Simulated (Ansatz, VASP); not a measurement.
One calculation of Sb, two programs

```
Sb
1.0
     3.12240    0.06245    0.00000
     0.08695    4.34752    0.00000
    -0.03891   -0.00078    4.40585
Sb
2
Direct
  0.01139 0.25000 0.24117
  0.98861 0.75000 0.75883
```

Change from the starting cell: strain_shear_xy = 0.04.

Alike in both runs: functional PBEsol; k mesh 9 × 6 × 6; occupations fermi-dirac, width 0.05 eV; no spin polarisation.

|  | VASP | Ansatz |
| --- | --- | --- |
| version | VASP 6.6.1 | Ansatz 0.2.0 |
| potentials or method | VASP PAW PBE potentials, release 64 (Sb), cutoff 500 eV | all-electron LAPW, scalar-relativistic |
| task | single point | band structure |

```csv
,VASP,Ansatz,Ansatz less VASP
gap on the k mesh at the Fermi level (eV),none,none,-
pressure (GPa),-2.1,-2.2,-0.07
"traceless stress, the component that is largest in VASP (GPa)",-0.52,-0.52,-0.004
rms of the force components (eV/Å),0.030,0.025,-0.0047
```

VASP's potentials were made for PBE, not for PBEsol. Atom by atom the forces differ by 0.006 eV/Å (rms over components). A gap of «none» marks a metal or a gap that the smearing closes. Ansatz ran all-electron here, and VASP with PAW potentials.

Neither program's run includes spin-orbit coupling.
